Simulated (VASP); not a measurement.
Bi2Te3:

```
Bi Te
1.0
     2.22186    1.28279   10.29944
    -2.22186    1.28279   10.29944
     0.00000   -2.56558   10.29944
Bi Te
2 3
Cartesian
  0.0000 0.0000 18.5390
  0.0000 0.0000 12.3593
  0.0000 0.0000 24.4251
  0.0000 0.0000 6.4732
  0.0000 0.0000 0.0000
```

Base run:

* Program: VASP 6.6.1
* Functional: BLYP
* Potentials or basis: VASP PAW PBE potentials, release 64 (Bi_d, Te)
* Cutoff: 520 eV
* k mesh: 7 × 7 × 7
* Occupations: fermi-dirac, width 0.05 eV
* Spin: no spin polarisation

Its results: band gap on the k mesh 0.33 eV; pressure 3.4 GPa; largest force 0.160 eV/Å.

Problem. The run is repeated on the same cell with these changes: functional from BLYP to SVWN5. What comes out?

Solution. Band gap on the k mesh 0.22 eV; pressure -3.5 GPa; largest force 0.390 eV/Å.

SVWN5 binds more tightly than BLYP, so the same cell stands under less pressure.

Caveats: the PAW data sets were made with another functional, which shifts forces and pressure a little; spin-orbit coupling is left out, which moves the levels of the heavy elements; an odd mesh through Γ misses points on the zone boundary, where band edges can lie; the cell stands under pressure (at least some runs); the cell stands under tension (at least some runs).
